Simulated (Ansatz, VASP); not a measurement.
Two plane-wave programs on CaHOs2

```
CELL_PARAMETERS angstrom
3.62750 0.00000 0.00000
0.00000 3.62750 0.00000
0.00000 0.00000 5.06256
ATOMIC_POSITIONS crystal
Ca 0.50000 0.50000 0.50000
H 0.00000 0.00000 0.00000
Os 0.00000 0.00000 0.50000
Os 0.50000 0.50000 0.00000
```

Change from the starting cell: species swapped into the HfZrC2 type (P4/mmm, No. 123).

Alike in both runs: functional PBE; k mesh 12 × 12 × 10; occupations gaussian, width 0.1 eV; collinear spin.

Ansatz relaxed the structure, and its values are those at the end. VASP's run is a single point on that final structure, the one shown.

|  | VASP | Ansatz |
| --- | --- | --- |
| version | VASP 6.6.1 | Ansatz 0.2.0 |
| potentials or method | VASP PAW PBE potentials, release 64 (Ca_sv, H, Os), cutoff 520 eV | scalar-relativistic, plane waves, PAW |
| valence electrons in the cell | 27 | 43 |

Ansatz gave:

```
gap on the k mesh at the Fermi level (eV)                     : none
pressure (GPa)                                                : 0.0
net moment per atom (μB)                                      : 0.56
size of the moment on the site where the two differ most (μB) : 0.99
```

Q: Which values does VASP return?

A: gap on the k mesh at the Fermi level (eV): none; pressure (GPa): -0.8; net moment per atom (μB): 0.00; size of the moment on the site where the two differ most (μB): 0.00.

The net moments are unlike, so the other rows may belong to different states. Site moments also hang on the region over which each program counts them. A gap of «none» marks a metal or a gap that the smearing closes. VASP's potentials hold 27 valence electrons a cell and Ansatz's 43, so a difference there can come from the potentials and not from the codes.

Neither program's run includes spin-orbit coupling.
